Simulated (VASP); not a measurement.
BN, 2 atoms in the cell. Symmetry: I4/mmm, No. 139, tetragonal system. Conventional cell: a = 2.518 Å, b = 2.518 Å, c = 3.411 Å, α = 90.00°, β = 90.00°, γ = 90.00°. B (site symmetry 4/mmm) has 6 N at 1.71 to 1.78 Å within 2.3 Å. N (site symmetry 4/mmm) has 6 B at 1.71 to 1.78 Å within 2.3 Å. 

- Program: VASP 6.6.1
- Task: G0W0 quasiparticle levels
- Functional: PBE
- Potentials or basis: VASP PAW PBE potentials, release 64 (B_GW, N_GW)
- Cutoff: 500 eV
- k mesh: 8 × 8 × 8
- Occupations: gaussian, width 0.01 eV
- Spin: no spin polarisation
- Dipole correction: no
- GW scheme: G0W0
- GW iterations: 1
- Cutoff of the response function: 150
- Frequency points: 96
- Empty bands: 45
- Further INCAR settings: ALGO = EVGW0; EDIFF = 1e-08; NBANDS = 49

Potentials or basis: VASP PAW PBE potentials, release 64 (B_GW, N_GW).

Launch:

```console
$ cat potpaw_PBE.64/B_GW/POTCAR potpaw_PBE.64/N_GW/POTCAR > POTCAR
$ cp INCAR.step1 INCAR
$ mpirun -np 1 vasp_std > vasp.out
$ cp INCAR.step2 INCAR
$ mpirun -np 1 vasp_std > vasp.out
$ cp INCAR.step3 INCAR
$ mpirun -np 1 vasp_std > vasp.out
```

Hardware: 1 thread of Intel(R) Xeon(R) Platinum 8488C (Sapphire Rapids) (shared host).

Q: Estimate the wall time of this run.

A: Wall time 5.2 min on 1 thread of Intel(R) Xeon(R) Platinum 8488C (Sapphire Rapids), on a shared host, peak memory 0.53 GiB. Counts: k points 59.
